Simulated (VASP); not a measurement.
# Sc (Fm-3m) in VASP: single point with r2SCAN

Aim: the single point of Sc with r2SCAN.

Everything below comes from runs of VASP 6.6.1. Logs are shortened: lines on timing, memory, paths and dates and some standing lists are left out, and cuts for length are marked.

## (1) The cell of the first run

The structure is cubic, space group Fm-3m (No. 225). Conventional cell: a = 4.649 Å, b = 4.649 Å, c = 4.649 Å, α = 90.00°, β = 90.00°, γ = 90.00°. Sc (site symmetry m-3m) has 12 Sc at 3.29 Å within 4.3 Å.

## (2) Single point, r2SCAN

Contents of POSCAR:

```
Sc
1.0
    0.0000000000      2.3244468691      2.3244468691
    2.3244468691      0.0000000000      2.3244468691
    2.3244468691      2.3244468691      0.0000000000
Sc
1
Direct
    0.5000000000      0.5000000000      0.5000000000
```

Contents of INCAR.step1:

```
PREC     = Accurate       # precision mode
ENCUT    = 520            # plane-wave cutoff, eV
ISMEAR   = 0              # smearing method
SIGMA    = 0.1            # smearing width, eV
LREAL    = False          # projectors in reciprocal space
LASPH    = True           # aspherical terms in the spheres
NELM     = 100            # most SCF steps
NBANDS   = 12             # bands
GGA      = PE             # functional
ALGO     = Normal         # electronic algorithm
EDIFF    = 1E-4           # SCF threshold, eV
LWAVE    = True           # write WAVECAR
LCHARG   = False          # write CHGCAR
```

Contents of INCAR.step2:

```
PREC     = Accurate       # precision mode
ENCUT    = 520            # plane-wave cutoff, eV
EDIFF    = 1E-7           # SCF threshold, eV
ISMEAR   = 0              # smearing method
SIGMA    = 0.1            # smearing width, eV
LREAL    = False          # projectors in reciprocal space
LASPH    = True           # aspherical terms in the spheres
NELM     = 100            # most SCF steps
ALGO     = Normal         # electronic algorithm
ISIF     = 2              # what is computed and relaxed
LWAVE    = False          # write WAVECAR
LCHARG   = False          # write CHGCAR
METAGGA  = R2SCAN         # meta-GGA
LMIXTAU  = True         
NBANDS   = 12             # bands
ISTART   = 1
```

Contents of KPOINTS:

```
regular mesh
0
Gamma
  20 20 20
```

Potentials or basis: VASP PAW PBE potentials, release 64 (Sc_sv).

Started as:

```
$ cat potpaw_PBE.64/Sc_sv/POTCAR > POTCAR
$ cp INCAR.step1 INCAR
$ mpirun -np 1 vasp_std > vasp.out
$ cp INCAR.step2 INCAR
$ mpirun -np 1 vasp_std > vasp.out
```

OUTCAR:

```text
PREC = Accurate
   ENCUT = 520
   EDIFF = 1E-7
   ISMEAR = 0
   LREAL = False
   LASPH = True
   NELM = 100
   ISIF = 2
   METAGGA = R2SCAN
   ISTART = 1

 ion  position               nearest neighbor table
   1  0.500  0.500  0.500-

  LATTYP: Found a face centered cubic cell.
 ALAT       =     4.6488937382

  Lattice vectors:

 A1 = (   0.0000000000,   2.3244468691,   2.3244468691)
 A2 = (   2.3244468691,   0.0000000000,   2.3244468691)
 A3 = (   2.3244468691,   2.3244468691,   0.0000000000)

Analysis of symmetry for initial positions (statically):
=====================================================================
 Subroutine PRICEL returns:
 Original cell was already a primitive cell.

 Routine SETGRP: Setting up the symmetry group for a
 face centered cubic supercell.

 Subroutine GETGRP returns: Found 48 space group operations
 (whereof 48 operations were pure point group operations)
 out of a pool of 48 trial point group operations.

The static configuration has the point symmetry O_h .

Analysis of symmetry for dynamics (positions and initial velocities):
=====================================================================
 Subroutine PRICEL returns:
 Original cell was already a primitive cell.

 Routine SETGRP: Setting up the symmetry group for a
 face centered cubic supercell.

 Subroutine GETGRP returns: Found 48 space group operations
 (whereof 48 operations were pure point group operations)
 out of a pool of 48 trial point group operations.

The dynamic configuration has the point symmetry O_h .

 Subroutine INISYM returns: Found 48 space group operations
 (whereof 48 operations are pure point group operations),
 and found     1 'primitive' translations

----------------------------------------------------------------------------------------

                                     Primitive cell

  volume of cell :      25.1182

  direct lattice vectors                    reciprocal lattice vectors
     0.000000000  2.324446869  2.324446869    -0.215104938  0.215104938  0.215104938
     2.324446869  0.000000000  2.324446869     0.215104938 -0.215104938  0.215104938
     2.324446869  2.324446869  0.000000000     0.215104938  0.215104938 -0.215104938

  length of vectors
     3.287264287  3.287264287  3.287264287     0.372572682  0.372572682  0.372572682

  position of ions in fractional coordinates (direct lattice)
     0.500000000  0.500000000  0.500000000

  ion indices of the primitive-cell ions
   primitive index   ion index
                 1           1

----------------------------------------------------------------------------------------
[... 76 lines left out ...]
   ISIF   =      2    stress and relaxation
   ISYM   =      2    0-nonsym 1-usesym 2-fastsym
   POTIM  = 0.5000    time-step for ionic-motion
   TEBEG  =    0.0;   TEEND  =   0.0 temperature during run
   PSTRESS=    0.0 pullay stress
   NELECT =      11.0000    total number of electrons
   NUPDOWN=      -1.0000    fix difference up-down
   EMIN   =  10.00;   EMAX   =-10.00  energy-range for DOS
   EFERMI =   0.00;   METHOD = LEGACY
   ISMEAR =     0;   SIGMA  =   0.10  broadening in eV -4-tet -1-fermi 0-gaus
   EFERMI_NEDOS =   21; number of points for ismear=-14 and -15
   IALGO  =     38    algorithm
   IMIX   =      4    mixing-type and parameters
     AMIX     =   0.40;   BMIX     =  1.00
     AMIX_MAG =   1.60;   BMIX_MAG =  1.00
  volume/ion in A,a.u.               =      25.12       169.51
  Fermi-wavevector in a.u.,A,eV,Ry     =   1.243205  2.349317 21.028605  1.545559
  Thomas-Fermi vector in A             =   2.377526
   LORBIT       =      0    0 simple, 1 ext, 2 COOP (PROOUT), +10 PAW based schemes
   METAGGA = R2SCAN    functional components
   LHFCALC =     F    Hartree Fock is set to
   AEXX    =    0.0000 exact exchange contribution
   IVDW    =     0    specifies the selected vdW correction
   LEPSILON=     F    determine dielectric tensor
   LRPA    =     F    only Hartree local field effects (RPA)
 non-spin polarized calculation
 Gauss-broadening in eV      SIGMA  =   0.10
  energy-cutoff  :      520.00
  volume of cell :       25.12
 maximum number of plane-waves:       692
   NGX = 13   NGY = 13   NGZ = 13

 number of electron      11.0000003 magnetization

 Free energy of the ion-electron system (eV)
  ---------------------------------------------------
  ext. energy  EPLUGINS =         0.00000000
  ---------------------------------------------------
  free energy    TOTEN  =       -11.30242818 eV

  energy without entropy =      -11.29247761  energy(sigma->0) =      -11.29745289

 E-fermi :   3.6612     XC(G=0): -10.5331

 val. band max:        3.6564021596   @ k =  -0.4500   0.3000   0.1500
 cond. band min:       3.6653149972   @ k =   0.5000   0.2500   0.1000
 fundamental gap:      0.0089128375
 Fermi energy:         3.6612042332

 k-point     1 :       0.0000    0.0000    0.0000
  band No.  band energies     occupation
      1     -47.9470      2.00000
      2     -25.3897      2.00000
      3     -25.3897      2.00000
      4     -25.3896      2.00000
      5      -1.8683      2.00000
      6       5.4346      0.00000
      7       5.4346      0.00000
      8       5.4346      0.00000
      9       6.8600      0.00000
     10       6.8600      0.00000
     11      16.5539      0.00000
     12      20.1757      0.00000
[... 331 lines left out ...]
 k-point    24 :      -0.3500    0.0500    0.0000
  band No.  band energies     occupation
      1     -47.8987      2.00000
      2     -25.7116      2.00000
      3     -25.4419      2.00000
      4     -25.4292      2.00000
      5       1.0246      2.00000
      6       3.9480      0.00005
      7       5.3972      0.00000
      8       5.4841      0.00000
      9       7.2640      0.00000
     10       7.5656      0.00000
     11      11.9609      0.00000
     12      16.3790      0.00000

 [... further k-points ...]
[... 5 lines left out ...]
  --------------------------------------------------------------------------------------
  -------------------------------------------------------------------------------------
  Total        0.0251136      0.0251136      0.0251136     -0.0000000     -0.0000000      0.0000000
  in kB        1.6018840      1.6018840      1.6018840     -0.0000000     -0.0000000      0.0000000
  external PRESSURE =       1.6018840 kB  Pullay stress =       0.0000000 kB

 VOLUME and BASIS-vectors are now :
 -----------------------------------------------------------------------------
  energy-cutoff  :      520.00
  volume of cell :       25.12
      direct lattice vectors                 reciprocal lattice vectors
     0.000000000  2.324446869  2.324446869    -0.215104938  0.215104938  0.215104938
     2.324446869  0.000000000  2.324446869     0.215104938 -0.215104938  0.215104938
     2.324446869  2.324446869  0.000000000     0.215104938  0.215104938 -0.215104938

 POSITION                                       TOTAL-FORCE (eV/Angst)
 -----------------------------------------------------------------------------------
      2.32445      2.32445      2.32445         0.000000      0.000000      0.000000
 -----------------------------------------------------------------------------------
    total drift:                               -0.000000     -0.000000      0.000000

  FREE ENERGIE OF THE ION-ELECTRON SYSTEM (eV)
  ---------------------------------------------------
  free  energy   TOTEN  =       -11.3024281790 eV

  energy  without entropy=      -11.2924776058  energy(sigma->0) =      -11.29745289
```

OSZICAR.step1:

```text
N       E                     dE             d eps       ncg     rms          rms(c)
DAV:   1     0.115246281396E+03    0.11525E+03   -0.58768E+03  6224   0.908E+02
DAV:   2    -0.457211058895E+01   -0.11982E+03   -0.11767E+03  6168   0.315E+02
DAV:   3    -0.687947750758E+01   -0.23074E+01   -0.22735E+01  8096   0.617E+01
DAV:   4    -0.691570474082E+01   -0.36227E-01   -0.36200E-01  7564   0.642E+00
DAV:   5    -0.691634755239E+01   -0.64281E-03   -0.64280E-03  8472   0.805E-01    0.524E+00
DAV:   6    -0.628835362955E+01    0.62799E+00   -0.95023E-01  9296   0.138E+01    0.154E+00
DAV:   7    -0.620991274575E+01    0.78441E-01   -0.18990E-01  9724   0.592E+00    0.616E-01
DAV:   8    -0.620610052107E+01    0.38122E-02   -0.20759E-02  8300   0.210E+00    0.219E-01
DAV:   9    -0.620489440067E+01    0.12061E-02   -0.42077E-03  9208   0.908E-01    0.388E-02
DAV:  10    -0.620486988864E+01    0.24512E-04   -0.16019E-04  7464   0.162E-01
   1 F= -.62048699E+01 E0= -.61997183E+01  d E =-.103032E-01
```

It took 2.9 min on 1 thread of Intel Xeon Platinum 8259CL at 2.50GHz (Skylake/Cascade Lake), shared host; peak memory 0.2 GiB.

What came out:

```
Free energy : -11.3024 eV
Pressure    : 0.2 GPa
```

Caveat: the PAW data sets were made with another functional, which shifts forces and pressure a little.
